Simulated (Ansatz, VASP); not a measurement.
**One calculation of Re, two programs**

The input INCAR:

```
  PREC = Accurate
  ENCUT = 520
  EDIFF = 1E-6
  ISMEAR = 0
  SIGMA = 0.15
  LREAL = False
  LASPH = True
  NELM = 60
  ALGO = Normal
  ISIF = 2
  LWAVE = False
  LCHARG = True
  GGA = PS
  LELF = True
  LVHAR = True
  NBANDS = 10
```

KPOINTS

```
Automatic mesh
0
Gamma
  20 20 20
```

POSCAR

```
Re
1.0
    0.0000000000      1.9750000000      1.9256250000
    1.9750000000      0.0000000000      1.9256250000
    1.9750000000      1.9750000000      0.0000000000
Re
1
Direct
    0.0000000000      0.0000000000      0.0000000000
```

Input for Ansatz:

```yaml
crystal:
  lattice:
    - [0.0, 1.975, 1.925625]
    - [1.975, 0.0, 1.925625]
    - [1.975, 1.975, 0.0]
  atoms:
    - { symbol: Re, position: [0.0, 0.0, 0.0] }
basis:
  ecutwfc: 420
kpoints:
  mp_grid: { grid: [20, 20, 20] }
hamiltonian:
  xc: pbesol
scf:
  occupations: { method: gaussian, width: 0.15 }
output:
  forces: true
  stress: true
  eigenvalues: true
```

Change from the starting cell: strain +0.000 along x and y, -0.025 along z, atoms carried along.

Alike in both runs: task single point; functional PBEsol; k mesh 20 × 20 × 20; occupations gaussian, width 0.15 eV; no spin polarisation.

|  | VASP | Ansatz |
| --- | --- | --- |
| version | VASP 6.6.1 | Ansatz 0.2.0 |
| potentials or method | VASP PAW PBE potentials, release 64 (Re), cutoff 520 eV | scalar-relativistic, plane waves, PAW |
| valence electrons in the cell | 7 | 15 |

Ansatz gave:

| Item | Value |
| --- | --- |
| gap on the k mesh at the Fermi level (eV) | none |
| pressure (GPa) | -10.3 |
| traceless stress, the component that is largest in VASP (GPa) | 4.66 |

Question: Estimate VASP's values.

Answer: gap on the k mesh at the Fermi level (eV): none; pressure (GPa): -10.5; traceless stress, the component that is largest in VASP (GPa): 4.64.

VASP's potentials were made for PBE, not for PBEsol. A gap of «none» marks a metal or a gap that the smearing closes. VASP's potentials hold 7 valence electrons a cell and Ansatz's 15, so a difference there can come from the potentials and not from the codes.

Spin-orbit coupling is off throughout.
